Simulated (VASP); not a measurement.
TePb:

```
CELL_PARAMETERS angstrom
0.00000 3.64149 3.64149
3.64149 0.00000 3.64149
3.64149 3.64149 0.00000
ATOMIC_POSITIONS crystal
Pb 0.00000 0.00000 0.00000
Te 0.25000 0.25000 0.25000
```

Base run:

| Quantity | Value |
| --- | --- |
| Program | VASP 6.6.1 |
| Functional | PBE-based screened hybrid |
| Potentials or basis | VASP PAW PBE potentials, release 64 (Pb_d, Te) |
| Cutoff | 520 eV |
| k mesh | 4 × 4 × 4 |
| Occupations | gaussian, width 0.01 eV |
| Spin | no spin polarisation |

Its results: band gap on the k mesh 0.73 eV, indirect (least direct gap 1.36 eV); pressure 0.1 GPa.

**Question.** The run is repeated on the same cell with these changes: functional from PBE-based screened hybrid to PBE. What comes out?

**Answer.** Band gap on the k mesh 0.59 eV, indirect (least direct gap 1.19 eV); pressure 0.5 GPa.

Caveats: spin-orbit coupling is left out, which moves the levels of the heavy elements; the PAW data sets were made with another functional, which shifts forces and pressure a little (some runs).

A k mesh can miss the band edges.
